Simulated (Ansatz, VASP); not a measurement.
**Mn in VASP and in Ansatz**

```xyz
1
Lattice="2.3117 0.0000 0.0000 0.0000 2.3117 0.0000 0.0000 0.0000 2.3117" Properties=species:S:1:pos:R:3 pbc="T T T"
Mn    0.0000    0.0000    0.0000
```

Alike in both runs: task single point; functional PBEsol; k mesh 16 × 16 × 16; occupations fermi-dirac, width 0.1 eV; no spin polarisation.

```csv
,VASP,Ansatz
version,VASP 6.6.1,Ansatz 0.2.0
potentials or method,"VASP PAW PBE potentials, release 64 (Mn_pv), cutoff 520 eV","plane waves (420 eV) with PAW, scalar-relativistic"
valence electrons in the cell,13,15
```

VASP gave:

```
pressure (GPa) : -15.0
```

Question: Which values does Ansatz return?

Answer: Pressure (GPa): -15.2.

VASP's potentials were made for PBE, not for PBEsol, and Ansatz warns of the same on its side. With one functional, cell and mesh, what is left measures potentials, basis and numerics. VASP's potentials hold 13 valence electrons a cell and Ansatz's 15, so a difference there can come from the potentials and not from the codes.
